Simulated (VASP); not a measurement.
# GaSb (F-43m) in VASP: settings compared, part 2 of 2

VASP 6.6.1.

### Step 5. Single point, PBE0, non-collinear spin, zero start, spin-orbit coupling

This run uses another cell than the first one, of 28.62 Å³/atom.

Input file POSCAR:

```
GaSb
1.0
    0.0000000000      3.0590000000      3.0590000000
    3.0590000000      0.0000000000      3.0590000000
    3.0590000000      3.0590000000      0.0000000000
Sb Ga
1 1
Direct
    0.7500000000      0.7500000000      0.7500000000
    0.0000000000      0.0000000000      0.0000000000
```

Input file INCAR.step1:

```
PREC = Accurate
ENCUT = 520
EDIFF = 1E-5
ISMEAR = -1
SIGMA = 0.05
LREAL = False
LASPH = True
NELM = 150
ALGO = Normal
ISIF = 2
LWAVE = True
MAGMOM = 0 0 0 0 0 0
LORBIT = 11
LSORBIT = True
GGA_COMPAT = False
LORBMOM = True
GGA = PE
NBANDS = 30
```

Input file INCAR.step2:

```
PREC = Accurate
ENCUT = 520
EDIFF = 1E-6
ISMEAR = -1
SIGMA = 0.05
LREAL = False
LASPH = True
NELM = 150
ALGO = Normal
ISIF = 2
LWAVE = False
LCHARG = True
MAGMOM = 0 0 0 0 0 0
LORBIT = 11
LSORBIT = True
GGA_COMPAT = False
LORBMOM = True
GGA = PE
LHFCALC = True
AEXX = 0.25
PRECFOCK = Normal
LVHAR = True
ISTART = 1
NBANDS = 30
```

Input file KPOINTS:

```
regular mesh
0
Gamma
  4 4 4
```

Potentials or basis: VASP PAW PBE potentials, release 64 (Sb, Ga_d).

Started as:

```
cat potpaw_PBE.64/Sb/POTCAR potpaw_PBE.64/Ga_d/POTCAR > POTCAR
cp INCAR.step1 INCAR
mpirun -np 1 vasp_ncl > vasp.out
cp INCAR.step2 INCAR
mpirun -np 1 vasp_ncl > vasp.out
```

OUTCAR:

```text
PREC = Accurate
   ENCUT = 520
   EDIFF = 1E-6
   ISMEAR = -1
   LREAL = False
   LASPH = True
   NELM = 150
   ISIF = 2
   LORBIT = 11
   LSORBIT = True
   GGA = PE
   LHFCALC = True
   AEXX = 0.25
   PRECFOCK = Normal
   ISTART = 1

 ion  position               nearest neighbor table
   1  0.750  0.750  0.750-   2 2.65   2 2.65   2 2.65   2 2.65
   2  0.000  0.000  0.000-   1 2.65   1 2.65   1 2.65   1 2.65

  LATTYP: Found a face centered cubic cell.
 ALAT       =     6.1180000000

  Lattice vectors:

 A1 = (   0.0000000000,   3.0590000000,   3.0590000000)
 A2 = (   3.0590000000,   0.0000000000,   3.0590000000)
 A3 = (   3.0590000000,   3.0590000000,   0.0000000000)

Analysis of symmetry for initial positions (statically):
=====================================================================
 Subroutine PRICEL returns:
 Original cell was already a primitive cell.

 Routine SETGRP: Setting up the symmetry group for a
 face centered cubic supercell.

 Subroutine GETGRP returns: Found 24 space group operations
 (whereof 24 operations were pure point group operations)
 out of a pool of 48 trial point group operations.

The static configuration has the point symmetry T_d .

Analysis of symmetry for dynamics (positions and initial velocities):
=====================================================================
 Subroutine PRICEL returns:
 Original cell was already a primitive cell.

 Routine SETGRP: Setting up the symmetry group for a
 face centered cubic supercell.

 Subroutine GETGRP returns: Found 24 space group operations
 (whereof 24 operations were pure point group operations)
 out of a pool of 48 trial point group operations.

The dynamic configuration has the point symmetry T_d .

Analysis of structural, dynamic, and magnetic symmetry:
=====================================================================
 Subroutine PRICEL returns:
 Original cell was already a primitive cell.

 Routine SETGRP: Setting up the symmetry group for a
 face centered cubic supercell.

 Subroutine GETGRP returns: Found 24 space group operations
 (whereof 24 operations were pure point group operations)
 out of a pool of 48 trial point group operations.

The overall configuration has the point symmetry T_d .

 Subroutine INISYM returns: Found 24 space group operations
 (whereof 24 operations are pure point group operations),
 and found     1 'primitive' translations

----------------------------------------------------------------------------------------

                                     Primitive cell

  volume of cell :      57.2491

  direct lattice vectors                    reciprocal lattice vectors
     0.000000000  3.059000000  3.059000000    -0.163452109  0.163452109  0.163452109
     3.059000000  0.000000000  3.059000000     0.163452109 -0.163452109  0.163452109
     3.059000000  3.059000000  0.000000000     0.163452109  0.163452109 -0.163452109

[... 464 lines left out ...]

  FORCE on cell =-STRESS in cart. coord.  units (eV):
  Direction    XX          YY          ZZ          XY          YZ          ZX
  --------------------------------------------------------------------------------------
  -------------------------------------------------------------------------------------
  Total        0.0083507      0.0083507      0.0083507     -0.0000000      0.0000000     -0.0000000
  in kB        0.2337044      0.2337044      0.2337044     -0.0000000      0.0000000     -0.0000000
  external PRESSURE =       0.2337044 kB  Pullay stress =       0.0000000 kB

 VOLUME and BASIS-vectors are now :
 -----------------------------------------------------------------------------
  energy-cutoff  :      520.00
  volume of cell :       57.25
      direct lattice vectors                 reciprocal lattice vectors
     0.000000000  3.059000000  3.059000000    -0.163452109  0.163452109  0.163452109
     3.059000000  0.000000000  3.059000000     0.163452109 -0.163452109  0.163452109
     3.059000000  3.059000000  0.000000000     0.163452109  0.163452109 -0.163452109

 POSITION                                       TOTAL-FORCE (eV/Angst)
 -----------------------------------------------------------------------------------
      4.58850      4.58850      4.58850         0.000000      0.000000      0.000000
      0.00000      0.00000      0.00000        -0.000000     -0.000000     -0.000000
 -----------------------------------------------------------------------------------
    total drift:                                0.000000     -0.000000      0.000000

  FREE ENERGIE OF THE ION-ELECTRON SYSTEM (eV)
  ---------------------------------------------------
  free  energy   TOTEN  =        -9.7601416812 eV

  energy  without entropy=       -9.7601416068  energy(sigma->0) =       -9.76014164

 orbital moment (x)

 # of ion     p       d       tot
 ----------------------------------------
  1         0.000   0.000   0.000
  2         0.000  -0.000  -0.000
 ----------------------------------------
            0.000  -0.000  -0.000

 orbital moment (y)

 # of ion     p       d       tot
 ----------------------------------------
  1         0.000  -0.000   0.000
  2         0.000  -0.000   0.000
 ----------------------------------------
            0.000  -0.000   0.000

 orbital moment (z)

 # of ion     p       d       tot
 ----------------------------------------
  1         0.000  -0.000   0.000
  2         0.000  -0.000   0.000
 ----------------------------------------
            0.000  -0.000   0.000

 Spin-Orbit-Coupling matrix elements

 Ion:    1  E_soc:     -0.1138105
 l=   1
     0.0000000    -0.0188000    -0.0188000
    -0.0188000     0.0000000    -0.0188000
    -0.0188000    -0.0188000     0.0000000
 l=   2
     0.0000000    -0.0000776     0.0000000    -0.0000776    -0.0000908
    -0.0000776     0.0000000    -0.0000681    -0.0000776    -0.0000227
     0.0000000    -0.0000681     0.0000000    -0.0000681     0.0000000
    -0.0000776    -0.0000776    -0.0000681     0.0000000    -0.0000227
    -0.0000908    -0.0000227     0.0000000    -0.0000227     0.0000000
 l=   3
     0.0000000     0.0000000     0.0000000     0.0000000     0.0000000     0.0000000     0.0000000
     0.0000000     0.0000000     0.0000000     0.0000000     0.0000000     0.0000000     0.0000000
     0.0000000     0.0000000     0.0000000     0.0000000     0.0000000     0.0000000     0.0000000
     0.0000000     0.0000000     0.0000000     0.0000000     0.0000000     0.0000000     0.0000000
     0.0000000     0.0000000     0.0000000     0.0000000     0.0000000     0.0000000     0.0000000
     0.0000000     0.0000000     0.0000000     0.0000000     0.0000000     0.0000000     0.0000000
     0.0000000     0.0000000     0.0000000     0.0000000     0.0000000     0.0000000     0.0000000

 Ion:    2  E_soc:     -0.0103639
 l=   1
     0.0000000    -0.0009912    -0.0009912
    -0.0009912     0.0000000    -0.0009912
    -0.0009912    -0.0009912     0.0000000
 l=   2
     0.0000000    -0.0001428     0.0000000    -0.0001428    -0.0005933
    -0.0001428     0.0000000    -0.0004450    -0.0001428    -0.0001483
     0.0000000    -0.0004450     0.0000000    -0.0004450     0.0000000
    -0.0001428    -0.0001428    -0.0004450     0.0000000    -0.0001483
    -0.0005933    -0.0001483     0.0000000    -0.0001483     0.0000000
 l=   3
     0.0000000     0.0000000     0.0000000     0.0000000     0.0000000     0.0000000     0.0000000
     0.0000000     0.0000000     0.0000000     0.0000000     0.0000000     0.0000000     0.0000000
     0.0000000     0.0000000     0.0000000     0.0000000     0.0000000     0.0000000     0.0000000
     0.0000000     0.0000000     0.0000000     0.0000000     0.0000000     0.0000000     0.0000000
     0.0000000     0.0000000     0.0000000     0.0000000     0.0000000     0.0000000     0.0000000
     0.0000000     0.0000000     0.0000000     0.0000000     0.0000000     0.0000000     0.0000000
     0.0000000     0.0000000     0.0000000     0.0000000     0.0000000     0.0000000     0.0000000

 total charge

# of ion       s       p       d       tot
------------------------------------------
    1        1.122   1.589   0.029   2.740
    2        0.843   0.775   9.979  11.597
--------------------------------------------------
tot          1.965   2.364  10.008  14.337

 magnetization (x)

# of ion       s       p       d       tot
------------------------------------------
    1        0.000   0.000  -0.000   0.000
    2        0.000   0.000  -0.000   0.000
--------------------------------------------------
tot          0.000   0.000  -0.000   0.000

 magnetization (y)

# of ion       s       p       d       tot
------------------------------------------
    1        0.000   0.000  -0.000  -0.000
    2        0.000   0.000   0.000   0.000
--------------------------------------------------
tot          0.000   0.000  -0.000   0.000

 magnetization (z)

# of ion       s       p       d       tot
------------------------------------------
    1        0.000   0.000   0.000   0.000
    2        0.000   0.000   0.000   0.000
--------------------------------------------------
tot          0.000   0.000   0.000   0.000
```

Wall time 2 h (1 thread of Oxide Virtual Turin-like, shared host); peak memory 0.33 GiB.

What came out:

```yaml
Free_energy: -9.7601 eV
Pressure: 0.0 GPa
Net_moment: 0.00 μB per cell
Valence_electrons_inside_the_program's_atomic_spheres: Sb 2.74; Ga 11.60
```

Moments on the atoms (μB; x, y, z):
```
Sb  0.00 0.00 0.00
Ga  0.00 0.00 0.00
```

Caveat: the k points lie up to 0.44 Å⁻¹ apart; the PAW data sets were made with another functional, which shifts forces and pressure a little.

### Step 6. Summary

| level | potentials or basis | spin | cell | k mesh | cutoff (eV) | grid for exact exchange (PRECFOCK) | share of exact exchange | gap on the mesh (eV) | pressure (GPa) |
| --- | --- | --- | --- | --- | --- | --- | --- | --- | --- |
| LDA | VASP PAW LDA potentials, release 64 (Sb_d_GW, Ga_d) | off | a = 4.411 Å, angles 60.0°, 2 atoms | 8 × 8 × 8 | 500 | - | - | none | -4.1 |
| LDA | VASP PAW LDA potentials, release 64 (Sb_d_GW, Ga_d) | off | a = 4.383 Å, angles 60.0°, 2 atoms | 8 × 8 × 8 | 500 | - | - | none | -3.4 |
| LDA | VASP PAW LDA potentials, release 64 (Sb_d_GW, Ga_d) | off | a = 4.355 Å, angles 60.0°, 2 atoms | 8 × 8 × 8 | 500 | - | - | none | -2.6 |
| PBE0 | VASP PAW PBE potentials, release 64 (Sb, Ga_d) | non-collinear, zero start, SOC | a = 4.326 Å, angles 60.0°, 2 atoms | 4 × 4 × 4 | 520 | Normal | 0.25 | - | 0.0 |

Alike in all rows: task single point; smearing fermi-dirac 0.05 eV.

Caveats: some runs use coarse meshes; semilocal functionals underestimate gaps, and a narrow one can read as zero (at least some runs); spin-orbit coupling is left out, which moves the levels of the heavy elements (at least some runs); the cell stands under tension (at least some runs); the PAW data sets were made with another functional, which shifts forces and pressure a little (at least some runs).

Total energies depend on the potentials used, so only differences within one code and one set of settings carry meaning.
